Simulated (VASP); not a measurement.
# Rh (P6_3/mmc) in VASP: a series of runs

The runs below take Rh through single point, with r2SCAN.

All numbers are computed with VASP 6.6.1; they aren't measurements. Logs are shortened: lines on timing, memory, paths and dates and some standing lists are left out, and cuts for length are marked.

## 1. The cell of the first run

Symmetry: P6_3/mmc, No. 194, hexagonal system. Conventional cell: a = 2.767 Å, b = 2.767 Å, c = 4.487 Å, α = 90.00°, β = 90.00°, γ = 120.00°. Rh (site symmetry -6m2) has 12 Rh at 2.75 to 2.77 Å within 3.6 Å.

This isn't the form of Rh at room conditions, which is fcc.

## 2. Single point, r2SCAN

POSCAR

```
Rh
1.0
    2.7669170555      0.0000000000      0.0000000000
   -1.3834590343      2.3962202665      0.0000000000
    0.0000000000      0.0000000000      4.4867652751
Rh
2
Direct
    0.6666666667      0.3333333333      0.7500000000
    0.3333333333      0.6666666667      0.2500000000
```

INCAR.step1

```
  PREC = Accurate
  ENCUT = 520
  ISMEAR = -1
  SIGMA = 0.1
  LREAL = False
  LASPH = True
  NELM = 80
  NBANDS = 22
  GGA = PE
  ALGO = Normal
  EDIFF = 1E-4
  LWAVE = True
  LCHARG = False
```

INCAR.step2

```
  PREC = Accurate
  ENCUT = 520
  EDIFF = 1E-6
  ISMEAR = -1
  SIGMA = 0.1
  LREAL = False
  LASPH = True
  NELM = 80
  ALGO = Normal
  ISIF = 2
  LWAVE = False
  LCHARG = False
  METAGGA = R2SCAN
  LMIXTAU = True
  NBANDS = 22
  ISTART = 1
```

KPOINTS

```
Automatic mesh
0
Gamma
  12 12 7
```

Potentials or basis: VASP PAW PBE potentials, release 64 (Rh_pv).

Launch:

```
$ cat potpaw_PBE.64/Rh_pv/POTCAR > POTCAR
$ cp INCAR.step1 INCAR
$ mpirun -np 1 vasp_std > vasp.out
$ cp INCAR.step2 INCAR
$ mpirun -np 1 vasp_std > vasp.out
```

OUTCAR:

```text
PREC = Accurate
   ENCUT = 520
   EDIFF = 1E-6
   ISMEAR = -1
   LREAL = False
   LASPH = True
   NELM = 80
   ISIF = 2
   METAGGA = R2SCAN
   ISTART = 1

 ion  position               nearest neighbor table
   1  0.667  0.333  0.750-   2 2.75   2 2.75   2 2.75   2 2.75   2 2.75   2 2.75
   2  0.333  0.667  0.250-   1 2.75   1 2.75   1 2.75   1 2.75   1 2.75   1 2.75

  LATTYP: Found a hexagonal cell.
 ALAT       =     2.7669170555
 C/A-ratio  =     1.6215756328

  Lattice vectors:

 A1 = (   2.7669170555,   0.0000000000,   0.0000000000)
 A2 = (  -1.3834590343,   2.3962202665,   0.0000000000)
 A3 = (   0.0000000000,   0.0000000000,   4.4867652751)

Analysis of symmetry for initial positions (statically):
=====================================================================
 Subroutine PRICEL returns:
 Original cell was already a primitive cell.

 Routine SETGRP: Setting up the symmetry group for a
 hexagonal supercell.

 Subroutine GETGRP returns: Found 24 space group operations
 (whereof 12 operations were pure point group operations)
 out of a pool of 24 trial point group operations.

The static configuration has the point symmetry D_3d.
 The point group associated with its full space group is D_6h.

Analysis of symmetry for dynamics (positions and initial velocities):
=====================================================================
 Subroutine PRICEL returns:
 Original cell was already a primitive cell.

 Routine SETGRP: Setting up the symmetry group for a
 hexagonal supercell.

 Subroutine GETGRP returns: Found 24 space group operations
 (whereof 12 operations were pure point group operations)
 out of a pool of 24 trial point group operations.

The dynamic configuration has the point symmetry D_3d.
 The point group associated with its full space group is D_6h.

 Subroutine INISYM returns: Found 24 space group operations
 (whereof 12 operations are pure point group operations),
 and found     1 'primitive' translations

----------------------------------------------------------------------------------------

                                     Primitive cell

  volume of cell :      29.7479

  direct lattice vectors                    reciprocal lattice vectors
     2.766917056  0.000000000  0.000000000     0.361413075  0.208662029  0.000000000
    -1.383459034  2.396220266  0.000000000     0.000000000  0.417323905  0.000000000
     0.000000000  0.000000000  4.486765275     0.000000000  0.000000000  0.222877717

  length of vectors
     2.766917056  2.766917141  4.486765275     0.417323918  0.417323905  0.222877717

  position of ions in fractional coordinates (direct lattice)
     0.666666667  0.333333333  0.750000000
     0.333333333  0.666666667  0.250000000

  ion indices of the primitive-cell ions
   primitive index   ion index
                 1           1
                 2           2

----------------------------------------------------------------------------------------

 KPOINTS: Automatic mesh

Automatic generation of k-mesh.
 Grid dimensions read from file:
 generate k-points for:   12   12    7

 Generating k-lattice:

  Cartesian coordinates                     Fractional coordinates (reciprocal lattice)
     0.030117756  0.017388502  0.000000000     0.083333333  0.000000000  0.000000000
     0.000000000  0.034776992  0.000000000     0.000000000  0.083333333  0.000000000
     0.000000000  0.000000000  0.031839674     0.000000000  0.000000000  0.142857143

  Length of vectors
     0.034776993  0.034776992  0.031839674

  Shift w.r.t. Gamma in fractional coordinates (k-lattice)
     0.000000000  0.000000000  0.000000000

 Subroutine IBZKPT returns following result:
 ===========================================

 Found     76 irreducible k-points:

 Following reciprocal coordinates:
            Coordinates               Weight
  0.000000  0.000000  0.000000      1.000000
  0.083333  0.000000  0.000000      6.000000
  0.166667  0.000000  0.000000      6.000000
  0.250000  0.000000  0.000000      6.000000
  0.333333  0.000000  0.000000      6.000000
  0.416667  0.000000  0.000000      6.000000
[... 16 lines left out ...]
  0.250000  0.000000  0.142857     12.000000
  0.333333  0.000000  0.142857     12.000000
 [... further k-points ...]
   k-points           NKPTS =     76   k-points in BZ     NKDIM =     76   number of bands    NBANDS=     22
   number of dos      NEDOS =    301   number of ions     NIONS =      2
   total plane-waves  NPLWV =  20736
   dimension x,y,z NGX =    24 NGY =   24 NGZ =   36
   dimension x,y,z NGXF=    48 NGYF=   48 NGZF=   72
   ions per type =               2
   NGX,Y,Z   is equivalent  to a cutoff of  14.42, 14.42, 13.34 a.u.
   NGXF,Y,Z  is equivalent  to a cutoff of  28.84, 28.84, 26.68 a.u.
 SYSTEM =  unknown system
   PREC   = accura    normal or accurate (medium, high low for compatibility)
   ISTART =      1    job   : 0-new  1-cont  2-samecut
   ICHARG =      0    charge: 1-file 2-atom 10-const
   ISPIN  =      1    spin polarized calculation?
   LNONCOLLINEAR =      F non collinear calculations
   LSORBIT =      F    spin-orbit coupling
   LASPH  =      T    aspherical Exc in radial PAW
   ENCUT  =  520.0 eV  38.22 Ry    6.18 a.u.   5.14  5.14  8.34*2*pi/ulx,y,z
   NELM   =     80;   NELMIN=  2; NELMDL=  0     # of ELM steps
   EDIFF  = 0.1E-05   stopping-criterion for ELM
   LREAL  =      F    real-space projection
   EDIFFG = 0.1E-04   stopping-criterion for IOM
   NSW    =      0    number of steps for IOM
   IBRION =     -1    ionic relax: 0-MD 1-quasi-New 2-CG
   NFREE  =      0    steps in history (QN), initial steepest desc. (CG)
   ISIF   =      2    stress and relaxation
   ISYM   =      2    0-nonsym 1-usesym 2-fastsym
   POTIM  = 0.5000    time-step for ionic-motion
   TEBEG  =    0.0;   TEEND  =   0.0 temperature during run
   PSTRESS=    0.0 pullay stress
   NELECT =      30.0000    total number of electrons
   NUPDOWN=      -1.0000    fix difference up-down
   EMIN   =  10.00;   EMAX   =-10.00  energy-range for DOS
   EFERMI =   0.00;   METHOD = LEGACY
   ISMEAR =    -1;   SIGMA  =   0.10  broadening in eV -4-tet -1-fermi 0-gaus
   EFERMI_NEDOS =   21; number of points for ismear=-14 and -15
   IALGO  =     38    algorithm
   IMIX   =      4    mixing-type and parameters
     AMIX     =   0.40;   BMIX     =  1.00
     AMIX_MAG =   1.60;   BMIX_MAG =  1.00
  volume/ion in A,a.u.               =      14.87       100.37
  Fermi-wavevector in a.u.,A,eV,Ry     =   1.641710  3.102383 36.670592  2.695213
  Thomas-Fermi vector in A             =   2.732135
   LORBIT       =      0    0 simple, 1 ext, 2 COOP (PROOUT), +10 PAW based schemes
   METAGGA = R2SCAN    functional components
   LHFCALC =     F    Hartree Fock is set to
   AEXX    =    0.0000 exact exchange contribution
   IVDW    =     0    specifies the selected vdW correction
   LEPSILON=     F    determine dielectric tensor
   LRPA    =     F    only Hartree local field effects (RPA)
 non-spin polarized calculation
  energy-cutoff  :      520.00
  volume of cell :       29.75
 maximum number of plane-waves:       814
 NGX is ok and might be reduce to    24
   NGX = 11   NGY = 11   NGZ = 17

 number of electron      30.0000000 magnetization

 Free energy of the ion-electron system (eV)
  ---------------------------------------------------
  ext. energy  EPLUGINS =         0.00000000
  ---------------------------------------------------
  free energy    TOTEN  =       -48.12402753 eV

  energy without entropy =      -48.00427368  energy(sigma->0) =      -48.06415060

 E-fermi :  10.4299     XC(G=0): -14.6215

 val. band max:       10.4269852559   @ k =   0.1667   0.1667   0.4286
 cond. band min:      10.4385482279   @ k =   0.4167   0.1667   0.1429
 fundamental gap:      0.0115629720
 Fermi energy:        10.4299044919

 k-point     1 :       0.0000    0.0000    0.0000
  band No.  band energies     occupation
      1     -37.8932      2.00000
      2     -37.3580      2.00000
      3     -37.3580      2.00000
      4     -37.2839      2.00000
      5     -37.2703      2.00000
      6     -37.2703      2.00000
[... 14 lines left out ...]
     21      27.8778      0.00000
     22      27.8779      0.00000

 k-point     2 :       0.0833    0.0000    0.0000
  band No.  band energies     occupation
      1     -37.8801      2.00000
      2     -37.3879      2.00000
      3     -37.3677      2.00000
      4     -37.3013      2.00000
      5     -37.2893      2.00000
      6     -37.2752      2.00000
[... 14 lines left out ...]
     21      27.8775      0.00000
     22      27.8778      0.00000

 k-point     3 :       0.1667    0.0000    0.0000
  band No.  band energies     occupation
      1     -37.8426      2.00000
      2     -37.4695      2.00000
      3     -37.3935      2.00000
      4     -37.3849      2.00000
      5     -37.3058      2.00000
      6     -37.2891      2.00000
[... 14 lines left out ...]
     21      27.8776      0.00000
     22      27.8789      0.00000

 k-point     4 :       0.2500    0.0000    0.0000
  band No.  band energies     occupation
      1     -37.7864      2.00000
      2     -37.5814      2.00000
      3     -37.4966      2.00000
      4     -37.4276      2.00000
      5     -37.3334      2.00000
      6     -37.3091      2.00000
[... 14 lines left out ...]
     21      27.4895      0.00000
     22      27.8773      0.00000

 k-point     5 :       0.3333    0.0000    0.0000
  band No.  band energies     occupation
      1     -37.7203      2.00000
      2     -37.6934      2.00000
      3     -37.6054      2.00000
      4     -37.4608      2.00000
      5     -37.3707      2.00000
      6     -37.3298      2.00000
[... 14 lines left out ...]
     21      25.6271      0.00000
     22      26.8265      0.00000

 k-point     6 :       0.4167    0.0000    0.0000
  band No.  band energies     occupation
      1     -37.7755      2.00000
      2     -37.6834      2.00000
      3     -37.6589      2.00000
      4     -37.4847      2.00000
      5     -37.4110      2.00000
      6     -37.3452      2.00000
[... 14 lines left out ...]
     21      24.2843      0.00000
     22      25.5487      0.00000

 k-point     7 :       0.5000    0.0000    0.0000
  band No.  band energies     occupation
      1     -37.8055      2.00000
      2     -37.7116      2.00000
      3     -37.6302      2.00000
      4     -37.4933      2.00000
      5     -37.4320      2.00000
      6     -37.3509      2.00000
[... 324 lines left out ...]
      6     -37.2746      2.00000
[... 14 lines left out ...]
     21      27.8777      0.00000
     22      27.8779      0.00000

 k-point    21 :       0.0833    0.0000    0.1429
  band No.  band energies     occupation
      1     -37.8524      2.00000
      2     -37.3828      2.00000
      3     -37.3631      2.00000
      4     -37.3333      2.00000
      5     -37.2916      2.00000
      6     -37.2798      2.00000
[... 14 lines left out ...]
     21      27.8776      0.00000
     22      27.8780      0.00000

 k-point    22 :       0.1667    0.0000    0.1429
  band No.  band energies     occupation
      1     -37.8205      2.00000
      2     -37.4621      2.00000
      3     -37.4073      2.00000
      4     -37.3883      2.00000
      5     -37.3142      2.00000
      6     -37.2943      2.00000
[... 14 lines left out ...]
     21      27.8775      0.00000
     22      27.8835      0.00000

 k-point    23 :       0.2500    0.0000    0.1429
  band No.  band energies     occupation
      1     -37.7773      2.00000
      2     -37.5665      2.00000
      3     -37.5151      2.00000
      4     -37.4218      2.00000
      5     -37.3393      2.00000
      6     -37.3150      2.00000
[... 14 lines left out ...]
     21      27.7816      0.00000
     22      27.8774      0.00000

 k-point    24 :       0.3333    0.0000    0.1429
  band No.  band energies     occupation
      1     -37.7574      2.00000
      2     -37.6477      2.00000
      3     -37.6130      2.00000
      4     -37.4544      2.00000
      5     -37.3714      2.00000
      6     -37.3363      2.00000
[... 14 lines left out ...]
     21      25.9898      0.00000
     22      26.2926      0.00000

 [... further k-points ...]

------------------------ aborting loop because EDIFF is reached ----------------------------------------

  FORCE on cell =-STRESS in cart. coord.  units (eV):
  Direction    XX          YY          ZZ          XY          YZ          ZX
  --------------------------------------------------------------------------------------
  -------------------------------------------------------------------------------------
  Total       -2.9559578     -2.9559573     -3.2491608      0.0000006      0.0000000      0.0000000
  in kB     -159.2034881   -159.2034624   -174.9949697      0.0000337      0.0000000      0.0000000
  external PRESSURE =    -164.4673067 kB  Pullay stress =       0.0000000 kB

 VOLUME and BASIS-vectors are now :
 -----------------------------------------------------------------------------
  energy-cutoff  :      520.00
  volume of cell :       29.75
      direct lattice vectors                 reciprocal lattice vectors
     2.766917056  0.000000000  0.000000000     0.361413075  0.208662029  0.000000000
    -1.383459034  2.396220266  0.000000000     0.000000000  0.417323905  0.000000000
     0.000000000  0.000000000  4.486765275     0.000000000  0.000000000  0.222877717

 POSITION                                       TOTAL-FORCE (eV/Angst)
 -----------------------------------------------------------------------------------
      1.38346      0.79874      3.36507         0.000000      0.000000      0.000000
     -0.00000      1.59748      1.12169        -0.000000     -0.000000      0.000000
 -----------------------------------------------------------------------------------
    total drift:                                0.000000     -0.000000      0.000000

  FREE ENERGIE OF THE ION-ELECTRON SYSTEM (eV)
  ---------------------------------------------------
  free  energy   TOTEN  =       -48.1240275255 eV

  energy  without entropy=      -48.0042736777  energy(sigma->0) =      -48.06415060
```

Wall time 3.3 min (1 thread of Intel Xeon 8259CL, shared host); peak memory 0.19 GiB.

Results:

```
Free energy            : -48.1240 eV
Pressure               : -16.4 GPa
Band gap on the k mesh : zero (bands 15 and 16 overlap by 2.16 eV)
```

Levels at points of the mesh, in eV from the Fermi level:
```tsv
k point	band 11	band 12	band 13	band 14	band 15	band 16	band 17	band 18	band 19	band 20
(0.00, 0.00, 0.00)	-2.77	-2.30	-2.30	-1.74	-1.74	0.13	0.13	0.97	8.27	16.66
(0.50, 0.00, 0.00)	-2.49	-2.05	-1.90	0.40	0.55	0.67	2.98	5.03	10.31	10.70
```

Caveat: the cell stands under tension; the PAW data sets were made with another functional, which shifts forces and pressure a little.

## 3. Single point, r2SCAN

This run uses another cell than the first one, of 15.16 Å³/atom.

POSCAR

```
Rh
1.0
    2.7845412062      0.0000000000      0.0000000000
   -1.3922711129      2.4114832275      0.0000000000
    0.0000000000      0.0000000000      4.5153441684
Rh
2
Direct
    0.6666666667      0.3333333333      0.7500000000
    0.3333333333      0.6666666667      0.2500000000
```

INCAR.step1

```
ALGO = Normal
EDIFF = 1E-4
ENCUT = 520
GGA = PE
ISMEAR = -1
LASPH = True
LCHARG = False
LREAL = False
LWAVE = True
NBANDS = 22
NELM = 100
PREC = Accurate
SIGMA = 0.1
```

INCAR.step2

```
ALGO = Normal
EDIFF = 1E-6
ENCUT = 520
ISIF = 2
ISMEAR = -1
ISTART = 1
LASPH = True
LCHARG = False
LMIXTAU = True
LREAL = False
LWAVE = False
METAGGA = R2SCAN
NBANDS = 22
NELM = 100
PREC = Accurate
SIGMA = 0.1
```

KPOINTS

```
k-points
0
Gamma
  12 12 7
```

Potentials or basis: VASP PAW PBE potentials, release 64 (Rh_pv).

Launch:

```
$ cat potpaw_PBE.64/Rh_pv/POTCAR > POTCAR
$ cp INCAR.step1 INCAR
$ mpirun -np 1 vasp_std > vasp.out
$ cp INCAR.step2 INCAR
$ mpirun -np 1 vasp_std > vasp.out
```

OUTCAR:

```text
EDIFF = 1E-6
   ENCUT = 520
   ISIF = 2
   ISMEAR = -1
   ISTART = 1
   LASPH = True
   LREAL = False
   METAGGA = R2SCAN
   NELM = 100
   PREC = Accurate

 ion  position               nearest neighbor table
   1  0.667  0.333  0.750-   2 2.77   2 2.77   2 2.77   2 2.77   2 2.77   2 2.77
   2  0.333  0.667  0.250-   1 2.77   1 2.77   1 2.77   1 2.77   1 2.77   1 2.77

  LATTYP: Found a hexagonal cell.
 ALAT       =     2.7845412062
 C/A-ratio  =     1.6215756328

  Lattice vectors:
[... 789 lines left out ...]

------------------------ aborting loop because EDIFF is reached ----------------------------------------

  FORCE on cell =-STRESS in cart. coord.  units (eV):
  Direction    XX          YY          ZZ          XY          YZ          ZX
  --------------------------------------------------------------------------------------
  -------------------------------------------------------------------------------------
  Total       -3.6431663     -3.6431657     -3.9489872      0.0000008      0.0000000      0.0000000
  in kB     -192.5133398   -192.5133087   -208.6736212      0.0000407      0.0000000      0.0000000
  external PRESSURE =    -197.9000899 kB  Pullay stress =       0.0000000 kB

 VOLUME and BASIS-vectors are now :
 -----------------------------------------------------------------------------
  energy-cutoff  :      520.00
  volume of cell :       30.32
      direct lattice vectors                 reciprocal lattice vectors
     2.784541206  0.000000000  0.000000000     0.359125589  0.207341348  0.000000000
    -1.392271113  2.411483228  0.000000000     0.000000000  0.414682544  0.000000000
     0.000000000  0.000000000  4.515344168     0.000000000  0.000000000  0.221467060

 POSITION                                       TOTAL-FORCE (eV/Angst)
 -----------------------------------------------------------------------------------
      1.39227      0.80383      3.38651        -0.000000      0.000000      0.000000
     -0.00000      1.60766      1.12884         0.000000      0.000000      0.000000
 -----------------------------------------------------------------------------------
    total drift:                               -0.000000      0.000000     -0.000000

  FREE ENERGIE OF THE ION-ELECTRON SYSTEM (eV)
  ---------------------------------------------------
  free  energy   TOTEN  =       -48.0595585121 eV

  energy  without entropy=      -47.9358193513  energy(sigma->0) =      -47.99768893
```

OUTCAR.step1:

```text
EDIFF = 1E-4
   ENCUT = 520
   GGA = PE
   ISMEAR = -1
   LASPH = True
[... 824 lines left out ...]
      1.39227      0.80383      3.38651        -0.000000      0.000000      0.000000
     -0.00000      1.60766      1.12884         0.000000      0.000000      0.000000
 -----------------------------------------------------------------------------------
    total drift:                               -0.000000      0.000000     -0.000000

  FREE ENERGIE OF THE ION-ELECTRON SYSTEM (eV)
  ---------------------------------------------------
  free  energy   TOTEN  =       -14.3970968894 eV

  energy  without entropy=      -14.2694197301  energy(sigma->0) =      -14.33325831
```

Run time: 3.5 min. Hardware: 1 thread of Intel Xeon 8259CL, shared host; peak memory 0.19 GiB.

What came out:

```yaml
Free_energy: -48.0596 eV
Pressure: -19.8 GPa
Band_gap_on_the_k_mesh: zero (bands 15 and 16 overlap by 2.09 eV)
```

Levels at points of the mesh, in eV from the Fermi level:
```tsv
k point	band 13	band 14	band 15	band 16	band 17	band 18
(0.00, 0.00, 0.00)	-2.23	-1.69	-1.69	0.13	0.13	1.00
(0.50, 0.00, 0.00)	-1.84	0.39	0.53	0.65	2.93	4.94
```

Caveat: the cell stands under tension; the PAW data sets were made with another functional, which shifts forces and pressure a little.
